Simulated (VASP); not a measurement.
B2W: electric field gradients with LDA

The system is B2W.

```xyz
3
Lattice="3.0200 0.0000 0.0000 -1.5100 2.6154 0.0000 0.0000 0.0000 3.0500" Properties=species:S:1:pos:R:3 pbc="T T T"
B     0.0000    1.7436    1.5250
B     1.5100    0.8718    1.5250
W     0.0000    0.0000    0.0000
```

| Quantity | Value |
| --- | --- |
| Program | VASP 6.6.1 |
| Task | electric field gradients |
| Functional | LDA |
| Potentials or basis | VASP PAW LDA potentials, release 64 (B, W_sv) |
| Cutoff | 520 eV |
| k mesh | 14 × 14 × 12 |
| Occupations | fermi-dirac, width 0.05 eV |
| Spin | no spin polarisation |
| Dipole correction | no |
| Further INCAR settings | ALGO = Normal; EDIFF = 1e-08; NBANDS = 17 |

The pressure is 24.3 GPa. The band gap on the k mesh is zero (bands 10 and 11 overlap by 4.76 eV) and the largest electric field gradient by atom is B +2.1; W +15.5 V/Å².

Stress tensor (GPa, compression positive):
```
18.68  0.00  0.00
 0.00 18.68  0.00
 0.00  0.00 35.56
```

Levels at points of the mesh, in eV from the Fermi level:
```csv
k point,band 7,band 8,band 9,band 10,band 11,band 12,band 13,band 14
"(0.00, 0.00, 0.00)",-6.29,-6.20,-3.70,0.36,0.36,3.32,3.32,3.49
"(0.50, 0.00, 0.00)",-6.43,-6.40,-5.50,-0.66,1.41,1.49,2.28,5.81
"(0.00, 0.00, 0.50)",-3.71,-3.71,-2.99,-2.99,-2.71,-2.71,0.75,3.29
"(0.50, 0.00, 0.50)",-8.17,-8.01,-5.01,2.04,2.09,3.33,5.19,5.41
```

Electric field gradients, principal values (V/Å²):
| atom | least | middle | greatest (by size) |
| --- | --- | --- | --- |
| 1 B | -1.026 | -1.026 | 2.051 |
| 2 B | -1.026 | -1.026 | 2.051 |
| 3 W | -7.761 | -7.761 | 15.522 |

It took 68 s on 1 thread of Intel Xeon 8259CL (shared host), peak memory 0.18 GiB.

Caveat: the cell stands under pressure; without QUAD_EFG the Cq values of the log hold for a quadrupole moment of 1 mb, not for the nuclei; spin-orbit coupling is left out, which moves the levels of the heavy elements.
